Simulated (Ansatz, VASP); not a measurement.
**Se in VASP and in Ansatz**

```
Se
1.0
     5.68381    3.28155    1.59235
    -5.68381    3.28155    1.59235
     0.00000   -6.56310    1.59235
Se
6
Direct
  0.27351 0.15204 0.90843
  0.90843 0.27351 0.15204
  0.15204 0.90843 0.27351
  0.72649 0.84796 0.09157
  0.09157 0.72649 0.84796
  0.84796 0.09157 0.72649
```

Alike in both runs: functional r2SCAN; k mesh 4 × 4 × 4; occupations fermi-dirac, width 0.05 eV; no spin polarisation.

Ansatz relaxed the structure, and its values are those at the end. VASP's run is a single point on that final structure, the one shown.

|  | VASP | Ansatz |
| --- | --- | --- |
| version | VASP 6.6.1 | Ansatz 0.2.0 |
| potentials or method | VASP PAW PBE potentials, release 64 (Se), cutoff 550 eV | plane waves (500 eV) with PAW, scalar-relativistic |
| valence electrons in the cell | 36 | 96 |

|  | VASP | Ansatz | Ansatz less VASP |
| --- | --- | --- | --- |
| pressure (GPa) | 0.0 | 0.0 | +0.03 |

VASP's potentials were made for PBE, not for r2SCAN. The functional is the same, so the differences come from potentials, cutoffs and numerics. VASP's potentials hold 36 valence electrons a cell and Ansatz's 96, so a difference there can come from the potentials and not from the codes.
